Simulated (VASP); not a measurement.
A run of VASP 6.6.1 is set up as follows.

The input INCAR:

```
PREC     = Accurate       # precision mode
ENCUT    = 600            # plane-wave cutoff, eV
EDIFF    = 1E-6           # SCF threshold, eV
ISMEAR   = 1              # smearing method
SIGMA    = 0.05           # smearing width, eV
LREAL    = False          # projectors in reciprocal space
LASPH    = True           # aspherical terms in the spheres
NELM     = 100            # most SCF steps
ALGO     = Normal         # electronic algorithm
ISIF     = 8              # what is computed and relaxed
LWAVE    = False          # write WAVECAR
LCHARG   = False          # write CHGCAR
GGA      = PS             # functional
IBRION   = 2              # ionic algorithm
NSW      = 80             # ionic steps
EDIFFG   = -0.01          # ionic threshold
```

KPOINTS

```
Automatic mesh
0
Gamma
  7 7 7
```

The input POSCAR:

```
Ti3Sn
1.0
    4.6742590000      0.0000000000      0.0000000000
    2.3371295000      4.0480270379      0.0000000000
    2.3371295000      1.3493423460      3.8165164919
Ti Sn
3 1
Direct
    0.7500000000      0.7500000000      0.7500000000
    0.2500000000      0.2500000000      0.2500000000
    0.0000000000      0.0000000000      0.0000000000
    0.5000000000      0.5000000000      0.5000000000
```

Potentials or basis: VASP PAW PBE potentials, release 64 (Ti_sv, Sn_d).

Launch:

```sh
$ cat potpaw_PBE.64/Ti_sv/POTCAR potpaw_PBE.64/Sn_d/POTCAR > POTCAR
$ mpirun -np 1 vasp_std > vasp.out
```

Estimate the relaxed cell.

a = 4.603 Å, b = 4.603 Å, c = 4.603 Å, α = 60.00°, β = 60.00°, γ = 60.00°.

Estimate the relaxed volume.

17.24 Å³/atom.

Final structure:
```xyz
4
Lattice="4.6029 0.0000 0.0000 2.3014 3.9862 0.0000 2.3014 1.3287 3.7582" Properties=species:S:1:pos:R:3 pbc="T T T"
Ti    6.9043    3.9862    2.8187
Ti    2.3014    1.3287    0.9396
Ti    0.0000    0.0000    0.0000
Sn    4.6029    2.6575    1.8791
```

Caveat: the PAW data sets were made with another functional, which shifts forces and pressure a little.
